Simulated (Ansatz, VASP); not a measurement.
# One calculation of HfN, two programs

```
Hf N
1.0
     0.00000    2.44977    2.44977
     2.44977    0.00000    2.44977
     2.44977    2.44977    0.00000
Hf N
1 1
Direct
  0.00000 0.00000 0.00000
  0.75000 0.75000 0.75000
```

Alike in both runs: task single point; functional r2SCAN; k mesh 4 × 4 × 4; no spin polarisation.

|  | VASP | Ansatz |
| --- | --- | --- |
| version | VASP 6.6.1 | Ansatz 0.2.0 |
| potentials or method | VASP PAW PBE potentials, release 64 (Hf_pv, N), cutoff 660 eV | plane waves, PAW |
| occupations | methfessel-paxton of order 1, width 0.1 eV | cold |
| valence electrons in the cell | 15 | 31 |

```csv
,VASP,Ansatz,Ansatz less VASP
pressure (GPa),-1.4,0.0,+1.36
```

VASP's potentials were made for PBE, not for r2SCAN. VASP's potentials hold 15 valence electrons a cell and Ansatz's 31, so a difference there can come from the potentials and not from the codes. Ansatz's warnings: force scf threshold loose, stress scf threshold loose.

The k mesh is coarse, so the values compare programs but aren't converged. Spin-orbit coupling is off throughout.
